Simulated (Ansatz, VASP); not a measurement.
# Ge4Pd: VASP beside Ansatz

```
Ge Pd
1.0
    -2.91437    2.91437    2.91437
     2.91437   -2.91437    2.91437
     2.91437    2.91437   -2.91437
Ge Pd
4 1
Direct
  0.50000 0.50000 0.50000
  0.00000 0.00000 0.50000
  0.00000 0.50000 0.00000
  0.50000 0.00000 0.00000
  0.00000 0.00000 0.00000
```

Alike in both runs: task single point; functional PBE; k mesh 4 × 4 × 4; occupations gaussian, width 0.1 eV; no spin polarisation.

|  | VASP | Ansatz |
| --- | --- | --- |
| version | VASP 6.6.1 | Ansatz 0.2.0 |
| potentials or method | VASP PAW PBE potentials, release 64 (Ge_d, Pd), cutoff 520 eV | scalar-relativistic, plane waves, PAW |
| valence electrons in the cell | 66 | 74 |

```tsv
	VASP	Ansatz	Ansatz less VASP
gap on the k mesh at the Fermi level (eV)	none	none	-
pressure (GPa)	5.1	5.0	-0.11
```

A gap of «none» marks a metal or a gap that the smearing closes. VASP's potentials hold 66 valence electrons a cell and Ansatz's 74, so a difference there can come from the potentials and not from the codes.

The k mesh is coarse, so the values compare programs but aren't converged.
